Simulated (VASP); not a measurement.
Co, 2 atoms in the cell. The structure is cubic, space group Fd-3m (No. 227). The conventional cell has a = 4.627 Å, b = 4.627 Å, c = 4.627 Å, α = 90.00°, β = 90.00°, γ = 90.00°. Within 2.7 Å of Co (site symmetry -43m) lie 4 Co at 2.00 Å. 

* Program: VASP 6.6.1
* Task: single point
* Functional: PBE
* Potentials or basis: VASP PAW PBE potentials, release 64 (Co)
* Cutoff: 520 eV
* k mesh: 6 × 6 × 6
* Occupations: gaussian, width 0.1 eV
* Spin: collinear spin, ferromagnetic start
* Starting moments: [3.0, 3.0] μB
* Dipole correction: no
* Further INCAR settings: ALGO = Fast; EDIFF = 1e-06; NBANDS = 20

Potentials or basis: VASP PAW PBE potentials, release 64 (Co).

Command:

```console
$ cat potpaw_PBE.64/Co/POTCAR > POTCAR
$ mpirun -np 1 vasp_std > vasp.out
```

Hardware: 1 thread of Intel(R) Xeon(R) 6975P-C (Granite Rapids) (shared host).

How long does it take, and how much memory?

Run time: 27 s on 1 thread of Intel(R) Xeon(R) 6975P-C (Granite Rapids), on a shared host, peak memory 0.15 GiB. Counts: scf iterations 23, k points 16.
